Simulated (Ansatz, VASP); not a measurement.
## KCl: VASP beside Ansatz

```
K Cl
1.0
     3.52623    0.00000    0.00000
     0.00000    3.52623    0.00000
     0.00000    0.00000    3.52623
K Cl
1 1
Direct
  0.00000 0.00000 0.00000
  0.50000 0.50000 0.50000
```

Alike in both runs: task single point; functional PBEsol; k mesh 8 × 8 × 8; occupations gaussian, width 0.05 eV; no spin polarisation.

```csv
,VASP,Ansatz
version,VASP 6.6.1,Ansatz 0.2.0
potentials or method,"VASP PAW PBE potentials, release 64 (K_sv, Cl), cutoff 500 eV","scalar-relativistic, plane waves, PAW"
valence electrons in the cell,16,16
```

Ansatz gave:

- gap on the k mesh at the Fermi level (eV): 5.88
- least direct gap on the mesh (eV): 6.08
- pressure (GPa): 5.9

Task: What did VASP give for the same quantities?

Result: gap on the k mesh at the Fermi level (eV): 5.88; least direct gap on the mesh (eV): 6.09; pressure (GPa): 6.1.

VASP's potentials were made for PBE, not for PBEsol.
